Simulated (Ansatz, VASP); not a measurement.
ZnSnP2: VASP beside Ansatz

```xyz
8
Lattice="-2.8106 2.8106 5.7817 2.8106 -2.8106 5.7817 2.8106 2.8106 -5.7817" Properties=species:S:1:pos:R:3 pbc="T T T"
Zn    0.0000    2.8106    2.8909
Zn    0.0000    0.0000    0.0000
Sn    2.8106    0.0000    2.8909
Sn    0.0000    0.0000    5.7817
P     1.2675    1.4053    1.4454
P    -1.4053    1.5431    4.3363
P     4.2159    1.2675   -1.4454
P     1.5431    1.4053    7.2272
```

Alike in both runs: task single point; functional PBEsol; k mesh 8 × 8 × 8; occupations gaussian, width 0.05 eV; no spin polarisation.

|  | VASP | Ansatz |
| --- | --- | --- |
| version | VASP 6.6.1 | Ansatz 0.2.0 |
| potentials or method | VASP PAW PBE potentials, release 64 (Zn, Sn_d, P), cutoff 500 eV | scalar-relativistic, plane waves, PAW |
| valence electrons in the cell | 72 | 72 |

Ansatz gave:

| Quantity | Value |
| --- | --- |
| gap on the k mesh at the Fermi level (eV) | 0.62 |
| least direct gap on the mesh (eV) | 0.62 |
| pressure (GPa) | -1.7 |
| traceless stress, the component that is largest in VASP (GPa) | -0.96 |
| rms of the force components (eV/Å) | 0.008 |

Task: Which values does VASP return?

Result: gap on the k mesh at the Fermi level (eV): 0.63; least direct gap on the mesh (eV): 0.63; pressure (GPa): -1.7; traceless stress, the component that is largest in VASP (GPa): -0.95; rms of the force components (eV/Å): 0.017.

VASP's potentials were made for PBE, not for PBEsol. Atom by atom the forces differ by 0.008 eV/Å (rms over components).
